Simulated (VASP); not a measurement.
# Ge3Te2S (P6/mmm) in VASP: a series of runs, part 2 of 2

VASP 6.6.1. The steps go on from the part before.

**5. Single point, PBE**

This run uses another cell than the first one, of 39.90 Å³/atom.

Contents of INCAR:

```
PREC = Accurate ; ENCUT = 520
EDIFF = 1E-6 ; ISMEAR = 0
SIGMA = 0.1 ; LREAL = F
LASPH = T ; NELM = 60
ALGO = Normal ; ISIF = 2
LWAVE = F ; LCHARG = F
GGA = PE ; NBANDS = 39
```

Contents of KPOINTS:

```
regular mesh
0
Gamma
  6 6 14
```

Contents of POSCAR:

```
Ge3Te2S
1.0
    9.9519137491      0.0000000000      0.0000000000
   -4.9759568745      8.6186101230      0.0000000000
    0.0000000000      0.0000000000      2.7908752273
Ge Te S
3 2 1
Direct
    0.5000000000      0.0000000000      0.5000000000
    0.0000000000      0.5000000000      0.5000000000
    0.5000000000      0.5000000000      0.5000000000
    0.3333333333      0.6666666667      0.5000000000
    0.6666666667      0.3333333333      0.5000000000
    0.0000000000      0.0000000000      0.5000000000
```

Potentials or basis: VASP PAW PBE potentials, release 64 (Ge_d, Te, S).

The run is started by

```
$ cat potpaw_PBE.64/Ge_d/POTCAR potpaw_PBE.64/Te/POTCAR potpaw_PBE.64/S/POTCAR > POTCAR
$ mpirun -np 1 vasp_std > vasp.out
```

OUTCAR:

```text
PREC = Accurate
   ENCUT = 520
   EDIFF = 1E-6
   ISMEAR = 0
   LREAL = F
   LASPH = T
   NELM = 60
   ISIF = 2
   GGA = PE

 ion  position               nearest neighbor table
   1  0.500  0.000  0.500-   4 2.87   5 2.87
   2  0.000  0.500  0.500-   4 2.87   5 2.87
   3  0.500  0.500  0.500-   4 2.87   5 2.87
   4  0.333  0.667  0.500-   1 2.87   2 2.87   3 2.87
   5  0.667  0.333  0.500-   1 2.87   2 2.87   3 2.87
   6  0.000  0.000  0.500-

  LATTYP: Found a hexagonal cell.
 ALAT       =     9.9519137491
 C/A-ratio  =     0.2804360345

  Lattice vectors:

 A1 = (   9.9519137491,   0.0000000000,   0.0000000000)
 A2 = (  -4.9759568745,   8.6186101230,   0.0000000000)
 A3 = (   0.0000000000,   0.0000000000,   2.7908752273)

Analysis of symmetry for initial positions (statically):
=====================================================================
 Subroutine PRICEL returns:
 Original cell was already a primitive cell.

 Routine SETGRP: Setting up the symmetry group for a
 hexagonal supercell.

 Subroutine GETGRP returns: Found 24 space group operations
 (whereof 24 operations were pure point group operations)
 out of a pool of 24 trial point group operations.

The static configuration has the point symmetry D_6h.

Analysis of symmetry for dynamics (positions and initial velocities):
=====================================================================
 Subroutine PRICEL returns:
 Original cell was already a primitive cell.

 Routine SETGRP: Setting up the symmetry group for a
 hexagonal supercell.

 Subroutine GETGRP returns: Found 24 space group operations
 (whereof 24 operations were pure point group operations)
 out of a pool of 24 trial point group operations.

The dynamic configuration has the point symmetry D_6h.

 Subroutine INISYM returns: Found 24 space group operations
 (whereof 24 operations are pure point group operations),
 and found     1 'primitive' translations

----------------------------------------------------------------------------------------

                                     Primitive cell

  volume of cell :     239.3780

  direct lattice vectors                    reciprocal lattice vectors
     9.951913749  0.000000000  0.000000000     0.100483186  0.058013994  0.000000000
    -4.975956874  8.618610123  0.000000000     0.000000000  0.116027989  0.000000000
     0.000000000  0.000000000  2.790875227     0.000000000  0.000000000  0.358310537

  length of vectors
     9.951913749  9.951913749  2.790875227     0.116027989  0.116027989  0.358310537

  position of ions in fractional coordinates (direct lattice)
     0.500000000  0.000000000  0.500000000
     0.000000000  0.500000000  0.500000000
     0.500000000  0.500000000  0.500000000
     0.333333333  0.666666667  0.500000000
     0.666666667  0.333333333  0.500000000
     0.000000000  0.000000000  0.500000000

  ion indices of the primitive-cell ions
   primitive index   ion index
                 1           1
                 2           2
                 3           3
                 4           4
                 5           5
                 6           6

----------------------------------------------------------------------------------------
[... 29 lines left out ...]
  0.333333  0.000000  0.000000      6.000000
  0.500000  0.000000  0.000000      3.000000
  0.166667  0.166667  0.000000      6.000000
  0.333333  0.166667  0.000000     12.000000
[... 16 lines left out ...]
  0.166667  0.000000  0.214286     12.000000
  0.333333  0.000000  0.214286     12.000000
 [... further k-points ...]
   k-points           NKPTS =     56   k-points in BZ     NKDIM =     56   number of bands    NBANDS=     39
   number of dos      NEDOS =    301   number of ions     NIONS =      6
   total plane-waves  NPLWV = 153600
   dimension x,y,z NGX =    80 NGY =   80 NGZ =   24
   dimension x,y,z NGXF=   160 NGYF=  160 NGZF=   48
   ions per type =               3   2   1
   NGX,Y,Z   is equivalent  to a cutoff of  13.36, 13.36, 14.30 a.u.
   NGXF,Y,Z  is equivalent  to a cutoff of  26.73, 26.73, 28.59 a.u.
 SYSTEM =  unknown system
   PREC   = accura    normal or accurate (medium, high low for compatibility)
   ISTART =      0    job   : 0-new  1-cont  2-samecut
   ICHARG =      2    charge: 1-file 2-atom 10-const
   ISPIN  =      1    spin polarized calculation?
   LNONCOLLINEAR =      F non collinear calculations
   LSORBIT =      F    spin-orbit coupling
   LASPH  =      T    aspherical Exc in radial PAW
   ENCUT  =  520.0 eV  38.22 Ry    6.18 a.u.  18.50 18.50  5.19*2*pi/ulx,y,z
   NELM   =     60;   NELMIN=  2; NELMDL= -5     # of ELM steps
   EDIFF  = 0.1E-05   stopping-criterion for ELM
   LREAL  =      F    real-space projection
   EDIFFG = 0.1E-04   stopping-criterion for IOM
   NSW    =      0    number of steps for IOM
   IBRION =     -1    ionic relax: 0-MD 1-quasi-New 2-CG
   NFREE  =      0    steps in history (QN), initial steepest desc. (CG)
   ISIF   =      2    stress and relaxation
   ISYM   =      2    0-nonsym 1-usesym 2-fastsym
   POTIM  = 0.5000    time-step for ionic-motion
   TEBEG  =    0.0;   TEEND  =   0.0 temperature during run
   PSTRESS=    0.0 pullay stress
   NELECT =      60.0000    total number of electrons
   NUPDOWN=      -1.0000    fix difference up-down
   EMIN   =  10.00;   EMAX   =-10.00  energy-range for DOS
   EFERMI =   0.00;   METHOD = LEGACY
   ISMEAR =     0;   SIGMA  =   0.10  broadening in eV -4-tet -1-fermi 0-gaus
   EFERMI_NEDOS =   21; number of points for ismear=-14 and -15
   IALGO  =     38    algorithm
   IMIX   =      4    mixing-type and parameters
     AMIX     =   0.40;   BMIX     =  1.00
     AMIX_MAG =   1.60;   BMIX_MAG =  1.00
  volume/ion in A,a.u.               =      39.90       269.23
  Fermi-wavevector in a.u.,A,eV,Ry     =   1.032200  1.950575 14.496146  1.065437
  Thomas-Fermi vector in A             =   2.166386
   LORBIT       =      0    0 simple, 1 ext, 2 COOP (PROOUT), +10 PAW based schemes
   GGA     = PE    functional components
   LHFCALC =     F    Hartree Fock is set to
   AEXX    =    0.0000 exact exchange contribution
   IVDW    =     0    specifies the selected vdW correction
   LEPSILON=     F    determine dielectric tensor
   LRPA    =     F    only Hartree local field effects (RPA)
 non-spin polarized calculation
 Gauss-broadening in eV      SIGMA  =   0.10
  energy-cutoff  :      520.00
  volume of cell :      239.38
 maximum number of plane-waves:      6478
 NGX is ok and might be reduce to    80
   NGX = 37   NGY = 37   NGZ = 11

 number of electron      60.0000026 magnetization

 Free energy of the ion-electron system (eV)
  ---------------------------------------------------
  ext. energy  EPLUGINS =         0.00000000
  ---------------------------------------------------
  free energy    TOTEN  =       -19.19807019 eV

  energy without entropy =      -19.15863175  energy(sigma->0) =      -19.17835097

 E-fermi :   1.5261     XC(G=0):  -7.3648

 val. band max:        1.5159729520   @ k =   0.5000   0.0000   0.3571
 cond. band min:       1.5320919236   @ k =   0.5000   0.0000   0.0714
 fundamental gap:      0.0161189716
 Fermi energy:         1.5261241278

 k-point     1 :       0.0000    0.0000    0.0000
  band No.  band energies     occupation
      1     -23.1737      2.00000
      2     -23.1715      2.00000
      3     -23.1715      2.00000
      4     -23.1647      2.00000
      5     -23.1645      2.00000
      6     -23.1645      2.00000
[... 997 lines left out ...]
     38       5.3114      0.00000
     39       5.3678      0.00000

 [... further k-points ...]

------------------------ aborting loop because EDIFF is reached ----------------------------------------

  FORCE on cell =-STRESS in cart. coord.  units (eV):
  Direction    XX          YY          ZZ          XY          YZ          ZX
  --------------------------------------------------------------------------------------
  -------------------------------------------------------------------------------------
  Total        0.0206288      0.0206288     -0.0106199      0.0000000      0.0000000      0.0000000
  in kB        0.1380706      0.1380706     -0.0710802      0.0000000      0.0000000      0.0000000
  external PRESSURE =       0.0683537 kB  Pullay stress =       0.0000000 kB

 VOLUME and BASIS-vectors are now :
 -----------------------------------------------------------------------------
  energy-cutoff  :      520.00
  volume of cell :      239.38
      direct lattice vectors                 reciprocal lattice vectors
     9.951913749  0.000000000  0.000000000     0.100483186  0.058013994  0.000000000
    -4.975956874  8.618610123  0.000000000     0.000000000  0.116027989  0.000000000
     0.000000000  0.000000000  2.790875227     0.000000000  0.000000000  0.358310537

 POSITION                                       TOTAL-FORCE (eV/Angst)
 -----------------------------------------------------------------------------------
      4.97596      0.00000      1.39544        -0.000000      0.000000      0.000000
     -2.48798      4.30931      1.39544        -0.000000      0.000000      0.000000
      2.48798      4.30931      1.39544        -0.000000      0.000000      0.000000
     -0.00000      5.74574      1.39544         0.000000     -0.000000     -0.000000
      4.97596      2.87287      1.39544        -0.000000      0.000000      0.000000
      0.00000      0.00000      1.39544        -0.000000      0.000000      0.000000
 -----------------------------------------------------------------------------------
    total drift:                               -0.000000      0.000000     -0.000000

  FREE ENERGIE OF THE ION-ELECTRON SYSTEM (eV)
  ---------------------------------------------------
  free  energy   TOTEN  =       -19.1980701861 eV

  energy  without entropy=      -19.1586317530  energy(sigma->0) =      -19.17835097
```

stdout:

```text
POSCAR found type information on POSCAR GeTeS
 POSCAR found :  3 types and       6 ions
 scaLAPACK will be used
 LDA part: xc-table for (Slater+PW92), standard interpolation
 POSCAR, INCAR and KPOINTS ok, starting setup
 FFT: planning ... GRIDC
 FFT: planning ... GRID_SOFT
 FFT: planning ... GRID
 WAVECAR not read
 entering main loop
```

Run time: 13 min. Hardware: 1 thread of Intel Xeon 8259CL, shared host; peak memory 0.7 GiB.

What came out:

| Property | Result |
| --- | --- |
| Free energy | -19.1981 eV |
| Pressure | 0.0 GPa |
| Band gap on the k mesh | zero (bands 30 and 31 overlap by 0.50 eV) |

Caveat: spin-orbit coupling is left out, which moves the levels of the heavy elements.

**6. Overview**

```tsv
task	cell	k mesh	cutoff (eV)	gap on the mesh (eV)	pressure (GPa)	relaxed volume (Å³/atom)
single point	a = 9.788, b = 9.788, c = 2.858 Å, angles 90.0, 90.0, 120.0°, 6 atoms	3 × 3 × 4	520	none	0.2	-
relaxation of cell and atoms	relaxed from a = 6.725, b = 6.725, c = 4.563 Å, angles 90.0, 90.0, 120.0°, 6 atoms	3 × 3 × 4	600	none	0.0	39.52
relaxation of cell and atoms	relaxed from a = 9.788, b = 9.788, c = 2.858 Å, angles 90.0, 90.0, 120.0°, 6 atoms	3 × 3 × 6	600	none	0.0	39.35
single point	a = 9.952, b = 9.952, c = 2.791 Å, angles 90.0, 90.0, 120.0°, 6 atoms	6 × 6 × 14	520	none	0.0	-
```

Alike in all rows: level PBE; potentials or basis VASP PAW PBE potentials, release 64 (Ge_d, Te, S); no spin polarisation; smearing gaussian 0.1 eV.

Caveats: some runs use coarse meshes; spin-orbit coupling is left out, which moves the levels of the heavy elements; the volume moved by over 15 % at a fixed basis, so the end points are rough (at least some runs).

Total energies depend on the potentials used, so only differences within one code and one set of settings carry meaning.

The gap in the log of VASP goes by the Fermi energy; the results here count the filled bands.